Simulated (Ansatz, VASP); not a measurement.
# SnO in VASP and in Ansatz

```xyz
4
Lattice="3.8020 0.0000 0.0000 0.0000 3.8020 0.0000 0.0000 0.0000 4.8360" Properties=species:S:1:pos:R:3 pbc="T T T"
Sn    0.0000    1.9010    1.1534
Sn    1.9010    0.0000    3.6826
O     0.0000    0.0000    0.0000
O     1.9010    1.9010    0.0000
```

Alike in both runs: task single point; functional PBEsol; k mesh 8 × 8 × 6; occupations fermi-dirac, width 0.01 eV; no spin polarisation.

|  | VASP | Ansatz |
| --- | --- | --- |
| version | VASP 6.6.1 | Ansatz 0.2.0 |
| potentials or method | VASP PAW PBE potentials, release 64 (Sn_d, O), cutoff 520 eV | all-electron LAPW, scalar-relativistic |

```csv
,VASP,Ansatz,Ansatz less VASP
pressure (GPa),0.2,-0.1,-0.27
"traceless stress, the component that is largest in VASP (GPa)",-0.28,-0.27,+0.006
rms of the force components (eV/Å),0.061,0.026,-0.0351
```

VASP's potentials were made for PBE, not for PBEsol. Atom by atom the forces differ by 0.035 eV/Å (rms over components). Ansatz ran all-electron here, and VASP with PAW potentials.
